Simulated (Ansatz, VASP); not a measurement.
## Ca2H5: VASP beside Ansatz

```
Ca H
1.0
     0.00000    3.31727    6.55481
     2.14512    0.00000    6.55481
     2.14512    3.31727    0.00000
Ca H
2 5
Direct
  0.75000 0.75000 0.75000
  0.00000 0.00000 0.00000
  0.50000 0.50000 0.50000
  0.83126 0.83126 0.16874
  0.16874 0.16874 0.83126
  0.34727 0.65273 0.34727
  0.65273 0.34727 0.65273
```

Alike in both runs: functional PBE; k mesh 12 × 12 × 12; occupations gaussian, width 0.1 eV; no spin polarisation.

Ansatz relaxed the structure, and its values are those at the end. VASP's run is a single point on that final structure, the one shown.

|  | VASP | Ansatz |
| --- | --- | --- |
| version | VASP 6.6.1 | Ansatz 0.2.0 |
| potentials or method | VASP PAW PBE potentials, release 64 (Ca_sv, H), cutoff 520 eV | scalar-relativistic, plane waves, PAW |
| valence electrons in the cell | 25 | 25 |

```tsv
	VASP	Ansatz	Ansatz less VASP
gap on the k mesh at the Fermi level (eV)	none	none	-
pressure (GPa)	0.0	0.0	-0.01
```

A gap of «none» marks a metal or a gap that the smearing closes.
